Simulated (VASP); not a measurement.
# CoW (R-3m) in VASP: further runs, part 2 of 2

VASP 6.6.1.

## (3) Single point, PBE, collinear spin, zero start

INCAR reads:

```
SYSTEM = CoW
PREC     = Accurate       ! precision mode
ENCUT    = 520            ! plane-wave cutoff, eV
EDIFF    = 1E-6           ! SCF threshold, eV
ISMEAR   = 0              ! smearing method
SIGMA    = 0.1            ! smearing width, eV
LREAL    = .FALSE.        ! projectors in reciprocal space
LASPH    = .TRUE.         ! aspherical terms in the spheres
NELM     = 150            ! most SCF steps
ALGO     = Normal         ! electronic algorithm
ISIF     = 2              ! what is computed and relaxed
LWAVE    = .FALSE.        ! write WAVECAR
LCHARG   = .FALSE.        ! write CHGCAR
ISPIN    = 2              ! spin polarisation
MAGMOM   = 0 0            ! initial moments
LORBIT   = 11             ! projections on sites
NUPDOWN  = 0.0            ! fixed moment
LMAXMIX  = 4              ! l up to which the mixer works
GGA      = PE             ! functional
NBANDS   = 22             ! bands
```

KPOINTS reads:

```
regular mesh
0
G
  18 18 18
  0 0 0
```

POSCAR reads:

```
CoW
1.0
   -1.8422072998     -1.8422072998     -3.7561729288
   -1.8422072998     -3.7561729288     -1.8422072998
   -3.7561729288     -1.8422072998     -1.8422072998
Co W
1 1
Direct
    0.0000000000      0.0000000000      0.0000000000
    0.5000000000      0.5000000000      0.5000000000
```

Potentials or basis: VASP PAW PBE potentials, release 64 (Co, W_sv).

Command:

```sh
$ cat potpaw_PBE.64/Co/POTCAR potpaw_PBE.64/W_sv/POTCAR > POTCAR
$ mpirun -np 1 vasp_std > vasp.out
```

OUTCAR:

```text
SYSTEM = CoW
   PREC = Accurate
   ENCUT = 520
   EDIFF = 1E-6
   ISMEAR = 0
   LREAL = .FALSE.
   LASPH = .TRUE.
   NELM = 150
   ISIF = 2
   ISPIN = 2
   LORBIT = 11
   NUPDOWN = 0.0
   GGA = PE

 ion  position               nearest neighbor table
   1  0.000  0.000  0.000-   2 2.66   2 2.66   2 2.66   2 2.66   2 2.66   2 2.66
   2  0.500  0.500  0.500-   1 2.66   1 2.66   1 2.66   1 2.66   1 2.66   1 2.66

  LATTYP: Found a trigonal (rhomboedric) cell.
 ALAT       =     4.5712460601
 COS(alpha) =     0.8246930755

  Lattice vectors:

 A1 = (  -1.8422072998,  -1.8422072998,  -3.7561729288)
 A2 = (  -1.8422072998,  -3.7561729288,  -1.8422072998)
 A3 = (  -3.7561729288,  -1.8422072998,  -1.8422072998)

Analysis of symmetry for initial positions (statically):
=====================================================================
 Subroutine PRICEL returns:
 Original cell was already a primitive cell.

 Routine SETGRP: Setting up the symmetry group for a
 trigonal (rhombohedral) supercell.

 Subroutine GETGRP returns: Found 12 space group operations
 (whereof 12 operations were pure point group operations)
 out of a pool of 12 trial point group operations.

The static configuration has the point symmetry D_3d.

Analysis of symmetry for dynamics (positions and initial velocities):
=====================================================================
 Subroutine PRICEL returns:
 Original cell was already a primitive cell.

 Routine SETGRP: Setting up the symmetry group for a
 trigonal (rhombohedral) supercell.

 Subroutine GETGRP returns: Found 12 space group operations
 (whereof 12 operations were pure point group operations)
 out of a pool of 12 trial point group operations.

The dynamic configuration has the point symmetry D_3d.

Analysis of structural, dynamic, and magnetic symmetry:
=====================================================================
 Subroutine PRICEL returns:
 Original cell was already a primitive cell.

 Routine SETGRP: Setting up the symmetry group for a
 trigonal (rhombohedral) supercell.

 Subroutine GETGRP returns: Found 12 space group operations
 (whereof 12 operations were pure point group operations)
[... 146 lines left out ...]
  ---------------------------------------------------
  ext. energy  EPLUGINS =         0.00000000
  ---------------------------------------------------
  free energy    TOTEN  =       -19.39730975 eV

  energy without entropy =      -19.38412893  energy(sigma->0) =      -19.39071934

 E-fermi :  10.3471     XC(G=0): -13.4002

 val. band max:       10.3453021433   @ k =  -0.1111  -0.3333   0.0556
 cond. band min:      10.3483284347   @ k =  -0.2778   0.1667   0.0556
 fundamental gap:      0.0030262915
 Fermi energy:        10.3470736149

 spin component 1

 k-point     1 :       0.0000    0.0000    0.0000
  band No.  band energies     occupation
      1     -63.4639      1.00000
      2     -27.7986      1.00000
      3     -26.9452      1.00000
      4     -26.9452      1.00000
      5       1.4088      1.00000
      6       5.1858      1.00000
[... 589 lines left out ...]
     21      29.0930      0.00000
     22      30.1661      0.00000

 [... further k-points ...]

 spin component 2

 k-point     1 :       0.0000    0.0000    0.0000
  band No.  band energies     occupation
      1     -63.4639      1.00000
      2     -27.7986      1.00000
      3     -26.9452      1.00000
      4     -26.9452      1.00000
      5       1.4088      1.00000
      6       5.1858      1.00000
[... 589 lines left out ...]
     21      29.0930      0.00000
     22      30.1661      0.00000

 [... further k-points ...]
[... 5 lines left out ...]
  --------------------------------------------------------------------------------------
  -------------------------------------------------------------------------------------
  Total       -0.1591652     -0.1591652     -0.1591652     -0.0329252     -0.0329252     -0.0329252
  in kB       -9.3558474     -9.3558474     -9.3558474     -1.9353702     -1.9353702     -1.9353702
  external PRESSURE =      -9.3558474 kB  Pullay stress =       0.0000000 kB

 VOLUME and BASIS-vectors are now :
 -----------------------------------------------------------------------------
  energy-cutoff  :      520.00
  volume of cell :       27.26
      direct lattice vectors                 reciprocal lattice vectors
    -1.842207300 -1.842207300 -3.756172929     0.129359144  0.129359144 -0.393116278
    -1.842207300 -3.756172929 -1.842207300     0.129359144 -0.393116278  0.129359144
    -3.756172929 -1.842207300 -1.842207300    -0.393116278  0.129359144  0.129359144

 POSITION                                       TOTAL-FORCE (eV/Angst)
 -----------------------------------------------------------------------------------
      0.00000      0.00000      0.00000         0.000000     -0.000000     -0.000000
     -3.72029     -3.72029     -3.72029        -0.000000      0.000000      0.000000
 -----------------------------------------------------------------------------------
    total drift:                               -0.000000     -0.000000     -0.000000

  FREE ENERGIE OF THE ION-ELECTRON SYSTEM (eV)
  ---------------------------------------------------
  free  energy   TOTEN  =       -19.3973097521 eV

  energy  without entropy=      -19.3841289346  energy(sigma->0) =      -19.39071934

 total charge

# of ion       s       p       d       tot
------------------------------------------
    1        0.453   0.490   7.293   8.236
    2        2.439   6.318   3.387  12.144
--------------------------------------------------
tot          2.891   6.808  10.680  20.379

 magnetization (x)

# of ion       s       p       d       tot
------------------------------------------
    1       -0.000  -0.000   0.000   0.000
    2        0.000  -0.000  -0.000  -0.000
--------------------------------------------------
tot         -0.000  -0.000   0.000   0.000
```

OSZICAR:

```text
N       E                     dE             d eps       ncg     rms          rms(c)
DAV:   1     0.185298655338E+03    0.18530E+03   -0.11718E+04 52928   0.124E+03
DAV:   2    -0.141401478739E+02   -0.19944E+03   -0.19101E+03 53422   0.341E+02
DAV:   3    -0.217182531748E+02   -0.75781E+01   -0.74507E+01 59366   0.720E+01
DAV:   4    -0.218279710470E+02   -0.10972E+00   -0.10966E+00 57162   0.827E+00
DAV:   5    -0.218317884001E+02   -0.38174E-02   -0.38172E-02 63026   0.157E+00    0.258E+01
DAV:   6    -0.345491238471E+02   -0.12717E+02   -0.11941E+02 59936   0.102E+02    0.334E+01
DAV:   7    -0.195968988183E+02    0.14952E+02   -0.22502E+01 60818   0.594E+01    0.843E+00
DAV:   8    -0.200345101712E+02   -0.43761E+00   -0.65064E+00 76976   0.190E+01    0.832E+00
DAV:   9    -0.194154088315E+02    0.61910E+00   -0.38332E+00 70264   0.149E+01    0.168E+00
DAV:  10    -0.194042773121E+02    0.11132E-01   -0.29886E-02 55300   0.130E+00    0.107E+00
DAV:  11    -0.193978680820E+02    0.64092E-02   -0.10528E-02 76310   0.771E-01    0.329E-01
DAV:  12    -0.193973213592E+02    0.54672E-03   -0.20460E-03 78076   0.338E-01    0.576E-02
DAV:  13    -0.193973195385E+02    0.18206E-05   -0.47518E-05 55402   0.503E-02    0.340E-02
DAV:  14    -0.193973098494E+02    0.96891E-05   -0.28153E-05 53830   0.419E-02    0.751E-03
DAV:  15    -0.193973097521E+02    0.97275E-07   -0.11633E-06 27446   0.773E-03
   1 F= -.19397310E+02 E0= -.19390719E+02  d E =-.131808E-01  mag=     0.0000
```

stdout:

```text
POSCAR found type information on POSCAR CoW
 POSCAR found :  2 types and       2 ions
 scaLAPACK will be used
 LDA part: xc-table for (Slater+PW92), standard interpolation
 POSCAR, INCAR and KPOINTS ok, starting setup
 FFT: planning ... GRIDC
 FFT: planning ... GRID_SOFT
 FFT: planning ... GRID
 WAVECAR not read
 entering main loop
```

Wall time 11 min (1 thread of Intel Xeon 6975P-C (Granite Rapids), shared host); peak memory 0.67 GiB.

Results:

- Free energy: -19.3973 eV
- Pressure: -0.9 GPa
- Net moment: 0.00 μB per cell
- Valence electrons inside the program's atomic spheres: Co 8.24; W 12.14

Caveat: spin-orbit coupling is left out, which moves the levels of the heavy elements; the total moment is fixed, so each spin has its own Fermi level.
